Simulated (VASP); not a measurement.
Runs of VASP 6.6.1 on KNbO3. It takes space group Pm-3m (No. 221, cubic). Conventional cell: a = 4.029 Å, b = 4.029 Å, c = 4.029 Å, α = 90.00°, β = 90.00°, γ = 90.00°. K (site symmetry m-3m) has 12 O at 2.85 Å and 8 Nb at 3.49 Å within 3.8 Å. Nb (site symmetry m-3m) has 6 O at 2.01 Å within 2.7 Å. O (site symmetry 4/mmm) has 2 Nb at 2.01 Å within 2.7 Å. 

| level | U | gap on the mesh (eV) | pressure (GPa) |
| --- | --- | --- | --- |
| PBE | - | 1.51 | (a) |
| PBE+U | Nb d U = 2.0 eV | 1.73 | 0.7 |
| PBE+U | Nb d U = 4.0 eV | (b) | 1.9 |
| PBE+U | Nb d U = 6.0 eV | 2.21 | 3.2 |

Alike in all rows: task single point; potentials or basis VASP PAW PBE potentials, release 64 (K_sv, Nb_sv, O); no spin polarisation; cell as given; k mesh 6 × 6 × 6; cutoff (eV) 600; smearing methfessel-paxton 0.05 eV.

Task: Estimate the missing entries.

Result: (a) -0.6; (b) 1.96.

A k mesh can miss the band edges, and the runs leave out spin-orbit coupling on Nb.
